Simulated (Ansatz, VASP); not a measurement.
# Two plane-wave programs on Ni

```xyz
2
Lattice="0.0000 2.3493 2.3493 2.3493 0.0000 2.3493 2.3493 2.3493 0.0000" Properties=species:S:1:pos:R:3 pbc="T T T"
Ni    0.0000    0.0000    0.0000
Ni    2.3493    2.3493    2.3493
```

Alike in both runs: functional RPBE; k mesh 12 × 12 × 12; occupations fermi-dirac, width 0.05 eV; collinear spin.

Ansatz relaxed the structure, and its values are those at the end. VASP's run is a single point on that final structure, the one shown.

```csv
,VASP,Ansatz
version,VASP 6.6.1,Ansatz 0.2.0
potentials or method,"VASP PAW PBE potentials, release 64 (Ni), cutoff 520 eV","plane waves (420 eV) with PAW, scalar-relativistic"
valence electrons in the cell,20,36
```

Ansatz gave:

- pressure (GPa): 0.0
- net moment per atom (μB): 0.00

Question: Which values does VASP return?

Answer: Pressure (GPa): 0.1; net moment per atom (μB): 0.00.

VASP's potentials were made for PBE, not for RPBE. The functional is the same, so the differences come from potentials, cutoffs and numerics. VASP's potentials hold 20 valence electrons a cell and Ansatz's 36, so a difference there can come from the potentials and not from the codes. Ansatz's warnings: seeded moment not kept.
